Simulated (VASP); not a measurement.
# WS2 (R3m) in VASP: a series of runs

WS2 is run at these levels: PBEsol; tasks: single point.

Program: VASP 6.6.1. These are calculated values, not measurements. Logs are shortened: lines on timing, memory, paths and dates and some standing lists are left out, and cuts for length are marked.

### Step 1. The cell of the first run

Symmetry: R3m, No. 160, trigonal system. Conventional cell: a = 3.195 Å, b = 3.195 Å, c = 19.685 Å, α = 90.00°, β = 90.00°, γ = 120.00°. W (site symmetry 3m) has 6 S at 2.45 Å and 6 W at 3.19 Å within 3.2 Å. S (site symmetry 3m) has 3 W at 2.45 Å and 7 S at 3.19 to 3.23 Å within 3.3 Å. S (site symmetry 3m) has 3 W at 2.45 Å and 7 S at 3.19 to 3.23 Å within 3.3 Å.

### Step 2. Single point, PBEsol (strain +0.015 along x and y, +0.030 along z)

File INCAR:

```
SYSTEM = WS2
PREC     = Accurate       ! precision mode
ENCUT    = 520            ! plane-wave cutoff, eV
EDIFF    = 1E-6           ! SCF threshold, eV
ISMEAR   = 0              ! smearing method
SIGMA    = 0.05           ! smearing width, eV
LREAL    = .False.        ! projectors in reciprocal space
LASPH    = .True.         ! aspherical terms in the spheres
NELM     = 80             ! most SCF steps
ALGO     = Normal         ! electronic algorithm
ISIF     = 2              ! what is computed and relaxed
LWAVE    = .False.        ! write WAVECAR
LCHARG   = .False.        ! write CHGCAR
GGA      = PS             ! functional
NBANDS   = 20             ! bands
```

File KPOINTS:

```
regular mesh
0
Gamma
  12 12 12
  0 0 0
```

File POSCAR:

```
WS2
1.0
    1.5974104533      0.9222653552      6.5615786845
   -1.5974104533      0.9222653552      6.5615786845
    0.0000000000     -1.8445307105      6.5615786845
W S
1 2
Direct
    0.9993284863      0.9993284863      0.9993284863
    0.7479630314      0.7479630314      0.7479630314
    0.5840084823      0.5840084823      0.5840084823
```

Potentials or basis: VASP PAW PBE potentials, release 64 (W_sv, S).

On the command line:

```console
$ cat potpaw_PBE.64/W_sv/POTCAR potpaw_PBE.64/S/POTCAR > POTCAR
$ mpirun -np 1 vasp_std > vasp.out
```

OUTCAR:

```text
SYSTEM = WS2
   PREC = Accurate
   ENCUT = 520
   EDIFF = 1E-6
   ISMEAR = 0
   LREAL = .False.
   LASPH = .True.
   NELM = 80
   ISIF = 2
   GGA = PS

 ion  position               nearest neighbor table
   1  0.999  0.999  0.999-   2 2.45   2 2.45   2 2.45   3 2.45   3 2.45   3 2.45
   2  0.748  0.748  0.748-   1 2.45   1 2.45   1 2.45
   3  0.584  0.584  0.584-   1 2.45   1 2.45   1 2.45

  LATTYP: Found a trigonal (rhomboedric) cell.
 ALAT       =     6.8159084776
 COS(alpha) =     0.8901460849

  Lattice vectors:

 A1 = (   1.5974104533,   0.9222653552,   6.5615786845)
 A2 = (  -1.5974104533,   0.9222653552,   6.5615786845)
 A3 = (   0.0000000000,  -1.8445307105,   6.5615786845)

Analysis of symmetry for initial positions (statically):
=====================================================================
 Subroutine PRICEL returns:
 Original cell was already a primitive cell.

 Routine SETGRP: Setting up the symmetry group for a
 trigonal (rhombohedral) supercell.

 Subroutine GETGRP returns: Found  6 space group operations
 (whereof  6 operations were pure point group operations)
 out of a pool of 12 trial point group operations.

The static configuration has the point symmetry C_3v.

Analysis of symmetry for dynamics (positions and initial velocities):
=====================================================================
 Subroutine PRICEL returns:
 Original cell was already a primitive cell.

 Routine SETGRP: Setting up the symmetry group for a
 trigonal (rhombohedral) supercell.

 Subroutine GETGRP returns: Found  6 space group operations
 (whereof  6 operations were pure point group operations)
 out of a pool of 12 trial point group operations.

The dynamic configuration has the point symmetry C_3v.

 Subroutine INISYM returns: Found  6 space group operations
 (whereof  6 operations are pure point group operations),
 and found     1 'primitive' translations

----------------------------------------------------------------------------------------

                                     Primitive cell

  volume of cell :      58.0005

  direct lattice vectors                    reciprocal lattice vectors
     1.597410453  0.922265355  6.561578684     0.313006591  0.180714439  0.050800783
    -1.597410453  0.922265355  6.561578684    -0.313006591  0.180714439  0.050800783
     0.000000000 -1.844530710  6.561578684     0.000000000 -0.361428879  0.050800783

  length of vectors
     6.815908478  6.815908478  6.815908478     0.364981580  0.364981580  0.364981580

  position of ions in fractional coordinates (direct lattice)
     0.999328486  0.999328486  0.999328486
     0.747963031  0.747963031  0.747963031
     0.584008482  0.584008482  0.584008482

  ion indices of the primitive-cell ions
   primitive index   ion index
                 1           1
                 2           2
                 3           3

----------------------------------------------------------------------------------------

 KPOINTS: regular mesh

Automatic generation of k-mesh.
 Grid dimensions read from file:
 generate k-points for:   12   12   12

 Generating k-lattice:

  Cartesian coordinates                     Fractional coordinates (reciprocal lattice)
     0.026083883  0.015059537  0.004233399     0.083333333  0.000000000 -0.000000000
    -0.026083883  0.015059537  0.004233399     0.000000000  0.083333333 -0.000000000
     0.000000000 -0.030119073  0.004233399     0.000000000  0.000000000  0.083333333

  Length of vectors
     0.030415132  0.030415132  0.030415132

  Shift w.r.t. Gamma in fractional coordinates (k-lattice)
     0.000000000  0.000000000  0.000000000

 Subroutine IBZKPT returns following result:
 ===========================================

 Found    189 irreducible k-points:

 Following reciprocal coordinates:
            Coordinates               Weight
  0.000000  0.000000  0.000000      1.000000
  0.083333  0.000000 -0.000000      6.000000
  0.166667  0.000000 -0.000000      6.000000
  0.250000  0.000000  0.000000      6.000000
  0.333333  0.000000  0.000000      6.000000
  0.416667  0.000000 -0.000000      6.000000
[... 16 lines left out ...]
  0.500000  0.166667 -0.000000     12.000000
 -0.416667  0.166667  0.000000     12.000000
 [... further k-points ...]
   k-points           NKPTS =    189   k-points in BZ     NKDIM =    189   number of bands    NBANDS=     20
   number of dos      NEDOS =    301   number of ions     NIONS =      3
   total plane-waves  NPLWV = 157464
   dimension x,y,z NGX =    54 NGY =   54 NGZ =   54
   dimension x,y,z NGXF=   108 NGYF=  108 NGZF=  108
   ions per type =               1   2
   NGX,Y,Z   is equivalent  to a cutoff of  13.17, 13.17, 13.17 a.u.
   NGXF,Y,Z  is equivalent  to a cutoff of  26.34, 26.34, 26.34 a.u.
 SYSTEM =  WS2
   PREC   = accura    normal or accurate (medium, high low for compatibility)
   ISTART =      0    job   : 0-new  1-cont  2-samecut
   ICHARG =      2    charge: 1-file 2-atom 10-const
   ISPIN  =      1    spin polarized calculation?
   LNONCOLLINEAR =      F non collinear calculations
   LSORBIT =      F    spin-orbit coupling
   LASPH  =      T    aspherical Exc in radial PAW
   ENCUT  =  520.0 eV  38.22 Ry    6.18 a.u.  12.67 12.67 12.67*2*pi/ulx,y,z
   NELM   =     80;   NELMIN=  2; NELMDL= -5     # of ELM steps
   EDIFF  = 0.1E-05   stopping-criterion for ELM
   LREAL  =      F    real-space projection
   EDIFFG = 0.1E-04   stopping-criterion for IOM
   NSW    =      0    number of steps for IOM
   IBRION =     -1    ionic relax: 0-MD 1-quasi-New 2-CG
   NFREE  =      0    steps in history (QN), initial steepest desc. (CG)
   ISIF   =      2    stress and relaxation
   ISYM   =      2    0-nonsym 1-usesym 2-fastsym
   POTIM  = 0.5000    time-step for ionic-motion
   TEBEG  =    0.0;   TEEND  =   0.0 temperature during run
   PSTRESS=    0.0 pullay stress
   NELECT =      26.0000    total number of electrons
   NUPDOWN=      -1.0000    fix difference up-down
   EMIN   =  10.00;   EMAX   =-10.00  energy-range for DOS
   EFERMI =   0.00;   METHOD = LEGACY
   ISMEAR =     0;   SIGMA  =   0.05  broadening in eV -4-tet -1-fermi 0-gaus
   EFERMI_NEDOS =   21; number of points for ismear=-14 and -15
   IALGO  =     38    algorithm
   IMIX   =      4    mixing-type and parameters
     AMIX     =   0.40;   BMIX     =  1.00
     AMIX_MAG =   1.60;   BMIX_MAG =  1.00
  volume/ion in A,a.u.               =      19.33       130.47
  Fermi-wavevector in a.u.,A,eV,Ry     =   1.252916  2.367668 21.358404  1.569798
  Thomas-Fermi vector in A             =   2.386794
   LORBIT       =      0    0 simple, 1 ext, 2 COOP (PROOUT), +10 PAW based schemes
   GGA     = PS    functional components
   LHFCALC =     F    Hartree Fock is set to
   AEXX    =    0.0000 exact exchange contribution
   IVDW    =     0    specifies the selected vdW correction
   LEPSILON=     F    determine dielectric tensor
   LRPA    =     F    only Hartree local field effects (RPA)
 non-spin polarized calculation
 Gauss-broadening in eV      SIGMA  =   0.05
  energy-cutoff  :      520.00
  volume of cell :       58.00
 maximum number of plane-waves:      1579
 NGX is ok and might be reduce to    54
   NGX = 25   NGY = 25   NGZ = 25

 number of electron      26.0000000 magnetization

 Free energy of the ion-electron system (eV)
  ---------------------------------------------------
  ext. energy  EPLUGINS =         0.00000000
  ---------------------------------------------------
  free energy    TOTEN  =       -25.17626636 eV

  energy without entropy =      -25.17626636  energy(sigma->0) =      -25.17626636

 E-fermi :   6.4858     XC(G=0): -10.6142

 val. band max:        6.0696648877   @ k =   0.5000   0.5000   0.5000
 cond. band min:       7.2975431053   @ k =  -0.1667   0.1667   0.0000
 fundamental gap:      1.2278782176
 Fermi energy:         6.4858370566

 k-point     1 :       0.0000    0.0000    0.0000
  band No.  band energies     occupation
      1     -68.3138      2.00000
      2     -32.5273      2.00000
      3     -32.3707      2.00000
      4     -32.3707      2.00000
      5      -8.8538      2.00000
      6      -7.2080      2.00000
[... 12 lines left out ...]
     19      13.9998      0.00000
     20      14.1021      0.00000

 k-point     2 :       0.0833    0.0000   -0.0000
  band No.  band energies     occupation
      1     -68.3127      2.00000
      2     -32.5236      2.00000
      3     -32.3920      2.00000
      4     -32.3757      2.00000
      5      -8.7417      2.00000
      6      -7.1670      2.00000
[... 12 lines left out ...]
     19      14.1655      0.00000
     20      14.5839      0.00000

 k-point     3 :       0.1667    0.0000   -0.0000
  band No.  band energies     occupation
      1     -68.3099      2.00000
      2     -32.5133      2.00000
      3     -32.4498      2.00000
      4     -32.3893      2.00000
      5      -8.4211      2.00000
      6      -7.0499      2.00000
[... 12 lines left out ...]
     19      14.5642      0.00000
     20      15.2268      0.00000

 k-point     4 :       0.2500    0.0000    0.0000
  band No.  band energies     occupation
      1     -68.3060      2.00000
      2     -32.5279      2.00000
      3     -32.4993      2.00000
      4     -32.4078      2.00000
      5      -7.9413      2.00000
      6      -6.8766      2.00000
[... 12 lines left out ...]
     19      14.3900      0.00000
     20      14.6759      0.00000

 k-point     5 :       0.3333    0.0000    0.0000
  band No.  band energies     occupation
      1     -68.3022      2.00000
      2     -32.6049      2.00000
      3     -32.4853      2.00000
      4     -32.4263      2.00000
      5      -7.3926      2.00000
      6      -6.6841      2.00000
[... 12 lines left out ...]
     19      13.4050      0.00000
     20      13.9003      0.00000
[... 353 lines left out ...]
      6      -6.8052      2.00000
[... 12 lines left out ...]
     19      14.2400      0.00000
     20      15.0318      0.00000

 k-point    22 :       0.4167    0.1667   -0.0000
  band No.  band energies     occupation
      1     -68.3007      2.00000
      2     -32.6048      2.00000
      3     -32.4802      2.00000
      4     -32.4619      2.00000
      5      -7.1622      2.00000
      6      -6.6209      2.00000
[... 12 lines left out ...]
     19      13.8689      0.00000
     20      14.7878      0.00000

 k-point    23 :       0.5000    0.1667   -0.0000
  band No.  band energies     occupation
      1     -68.2983      2.00000
      2     -32.6422      2.00000
      3     -32.4848      2.00000
      4     -32.4712      2.00000
      5      -6.7461      2.00000
      6      -6.4658      2.00000
[... 12 lines left out ...]
     19      13.8979      0.00000
     20      14.6484      0.00000

 k-point    24 :      -0.4167    0.1667    0.0000
  band No.  band energies     occupation
      1     -68.2974      2.00000
      2     -32.6556      2.00000
      3     -32.4933      2.00000
      4     -32.4680      2.00000
      5      -6.5839      2.00000
      6      -6.3995      2.00000
[... 12 lines left out ...]
     19      14.1021      0.00000
     20      14.6590      0.00000

 [... further k-points ...]

------------------------ aborting loop because EDIFF is reached ----------------------------------------

  FORCE on cell =-STRESS in cart. coord.  units (eV):
  Direction    XX          YY          ZZ          XY          YZ          ZX
  --------------------------------------------------------------------------------------
  -------------------------------------------------------------------------------------
  Total       -2.7434662     -2.7434662     -3.8476779      0.0000000      0.0000000      0.0000000
  in kB      -75.7841148    -75.7841148   -106.2862999      0.0000000      0.0000000      0.0000000
  external PRESSURE =     -85.9515098 kB  Pullay stress =       0.0000000 kB

 VOLUME and BASIS-vectors are now :
 -----------------------------------------------------------------------------
  energy-cutoff  :      520.00
  volume of cell :       58.00
      direct lattice vectors                 reciprocal lattice vectors
     1.597410453  0.922265355  6.561578684     0.313006591  0.180714439  0.050800783
    -1.597410453  0.922265355  6.561578684    -0.313006591  0.180714439  0.050800783
     0.000000000 -1.844530710  6.561578684     0.000000000 -0.361428879  0.050800783

 POSITION                                       TOTAL-FORCE (eV/Angst)
 -----------------------------------------------------------------------------------
      0.00000     -0.00000     19.67152         0.000000      0.000000     -0.000214
      0.00000     -0.00000     14.72345         0.000000      0.000000     -1.151116
      0.00000     -0.00000     11.49605         0.000000     -0.000000      1.151329
 -----------------------------------------------------------------------------------
    total drift:                                0.000000     -0.000000      0.000024

  FREE ENERGIE OF THE ION-ELECTRON SYSTEM (eV)
  ---------------------------------------------------
  free  energy   TOTEN  =       -25.1762663593 eV

  energy  without entropy=      -25.1762663593  energy(sigma->0) =      -25.17626636
```

It took 13 min on 1 thread of Intel Xeon Platinum 8488C (Sapphire Rapids), shared host; peak memory 0.52 GiB.

Results:

```yaml
Free_energy: -25.1763 eV
Pressure: -8.6 GPa
Largest_force: 1.151 eV/Å
Band_gap_on_the_k_mesh: 1.23 eV (least direct gap 1.88 eV)
```

Forces in eV/Å, atoms in the order of the input:
```
W    0.000  0.000  0.000
S    0.000  0.000 -1.151
S    0.000  0.000  1.151
```

Caveat: the cell differs from its parent crystal (strain +0.015 along x and y, +0.030 along z); the cell stands under tension; the PAW data sets were made with another functional, which shifts forces and pressure a little; spin-orbit coupling is left out, which moves the levels of the heavy elements. A k mesh can miss the band edges.

### Step 3. Single point, PBEsol (strain +0.030 along x and y, +0.015 along z)

File INCAR:

```
PREC     = Accurate       # precision mode
ENCUT    = 520            # plane-wave cutoff, eV
EDIFF    = 1E-6           # SCF threshold, eV
ISMEAR   = 0              # smearing method
SIGMA    = 0.05           # smearing width, eV
LREAL    = False          # projectors in reciprocal space
LASPH    = True           # aspherical terms in the spheres
NELM     = 60             # most SCF steps
ALGO     = Normal         # electronic algorithm
ISIF     = 2              # what is computed and relaxed
LWAVE    = False          # write WAVECAR
LCHARG   = False          # write CHGCAR
GGA      = PS             # functional
NBANDS   = 20             # bands
```

File KPOINTS:

```
regular mesh
0
Gamma
  12 12 12
```

File POSCAR:

```
WS2
1.0
    1.6210175043      0.9358948925      6.4660217133
   -1.6210175043      0.9358948925      6.4660217133
    0.0000000000     -1.8717897850      6.4660217133
W S
1 2
Direct
    0.9993284863      0.9993284863      0.9993284863
    0.7479630314      0.7479630314      0.7479630314
    0.5840084823      0.5840084823      0.5840084823
```

Potentials or basis: VASP PAW PBE potentials, release 64 (W_sv, S).

On the command line:

```console
$ cat potpaw_PBE.64/W_sv/POTCAR potpaw_PBE.64/S/POTCAR > POTCAR
$ mpirun -np 1 vasp_std > vasp.out
```

It took 9 min on 1 thread of Intel Xeon Platinum 8488C (Sapphire Rapids), shared host; peak memory 0.47 GiB.

It converged, with:

| Quantity | Value |
| --- | --- |
| Free energy | -25.1316 eV |
| Pressure | -10.2 GPa |
| Largest force | 1.016 eV/Å |
| Band gap on the k mesh | 1.15 eV (least direct gap 1.67 eV) |

Forces on the atoms (eV/Å):
```
W    0.000  0.000  0.000
S    0.000  0.000 -1.016
S    0.000  0.000  1.016
```

Stress tensor (GPa, compression positive):
```
-10.67   0.00   0.00
  0.00 -10.67   0.00
  0.00   0.00  -9.13
```

Levels at points of the mesh, in eV from the valence-band top:
```tsv
k point	band 11	band 12	band 13	band 14	band 15	band 16
(0.00, 0.00, 0.00)	-2.11	-1.57	-0.89	2.17	2.17	2.37
(0.50, 0.00, 0.00)	-2.39	-1.74	-1.46	2.13	2.48	3.48
(0.50, 0.50, 0.00)	-2.81	-1.86	-1.35	2.10	2.56	3.13
(0.50, 0.50, 0.50)	-2.09	-2.09	0.00	2.23	2.23	2.29
```

Caveat: the cell differs from its parent crystal (strain +0.030 along x and y, +0.015 along z); the cell stands under tension; the PAW data sets were made with another functional, which shifts forces and pressure a little; spin-orbit coupling is left out, which moves the levels of the heavy elements.

### Step 4. Single point, PBEsol (strain +0.030 along x and y, +0.030 along z)

File INCAR:

```
  PREC = Accurate
  ENCUT = 520
  EDIFF = 1E-6
  ISMEAR = 0
  SIGMA = 0.05
  LREAL = False
  LASPH = True
  NELM = 100
  ALGO = Normal
  ISIF = 2
  LWAVE = False
  LCHARG = False
  GGA = PS
  NBANDS = 20
```

KPOINTS is that of step 3.

File POSCAR:

```
WS2
1.0
    1.6210175043      0.9358948925      6.5615786845
   -1.6210175043      0.9358948925      6.5615786845
    0.0000000000     -1.8717897850      6.5615786845
W S
1 2
Direct
    0.9993284863      0.9993284863      0.9993284863
    0.7479630314      0.7479630314      0.7479630314
    0.5840084823      0.5840084823      0.5840084823
```

On the command line:

```console
$ cat potpaw_PBE.64/W_sv/POTCAR potpaw_PBE.64/S/POTCAR > POTCAR
$ mpirun -np 1 vasp_std > vasp.out
```

Wall time 11 min (1 thread of Intel Xeon Platinum 8488C (Sapphire Rapids), shared host); peak memory 0.52 GiB.

The run converged. Its results:

```yaml
Free_energy: -25.0730 eV
Pressure: -11.9 GPa
Largest_force: 1.402 eV/Å
Band_gap_on_the_k_mesh: 1.19 eV (least direct gap 1.72 eV)
```

Forces in eV/Å, atoms in the order of the input:
```
W    0.000  0.000  0.000
S    0.000  0.000 -1.402
S    0.000  0.000  1.402
```

Stress tensor (GPa, compression positive):
```
-11.61   0.00   0.00
  0.00 -11.61   0.00
  0.00   0.00 -12.56
```

Levels at points of the mesh, in eV from the valence-band top:
```csv
k point,band 9,band 10,band 11,band 12,band 13,band 14,band 15,band 16,band 17,band 18
"(0.00, 0.00, 0.00)",-3.00,-1.90,-1.90,-1.58,-0.85,2.27,2.27,2.41,2.41,4.37
"(0.50, 0.00, 0.00)",-4.70,-3.59,-2.34,-1.57,-1.35,2.25,2.56,3.54,3.79,4.36
"(0.50, 0.50, 0.00)",-4.49,-3.54,-2.73,-1.68,-1.24,2.23,2.66,3.20,4.06,4.81
"(0.50, 0.50, 0.50)",-3.01,-3.01,-1.88,-1.88,0.00,2.32,2.32,2.34,2.34,4.78
```

Caveat: the cell differs from its parent crystal (strain +0.030 along x and y, +0.030 along z); the cell stands under tension; the PAW data sets were made with another functional, which shifts forces and pressure a little; spin-orbit coupling is left out, which moves the levels of the heavy elements. A k mesh can miss the band edges.

### Step 5. Summary

```tsv
cell	gap on the mesh (eV)	pressure (GPa)	largest force (eV/Å)
a = 6.816 Å, angles 27.1°, 3 atoms	1.23	-8.6	1.15
a = 6.731 Å, angles 27.9°, 3 atoms	1.15	-10.2	1.02
a = 6.823 Å, angles 27.5°, 3 atoms	1.19	-11.9	1.40
```

Alike in all rows: task single point; level PBEsol; potentials or basis VASP PAW PBE potentials, release 64 (W_sv, S); no spin polarisation; k mesh 12 × 12 × 12; cutoff (eV) 520; smearing gaussian 0.05 eV.

Caveats: the cell stands under tension; the PAW data sets were made with another functional, which shifts forces and pressure a little; spin-orbit coupling is left out, which moves the levels of the heavy elements.

Absolute energies hang on the potentials; compare differences alone.
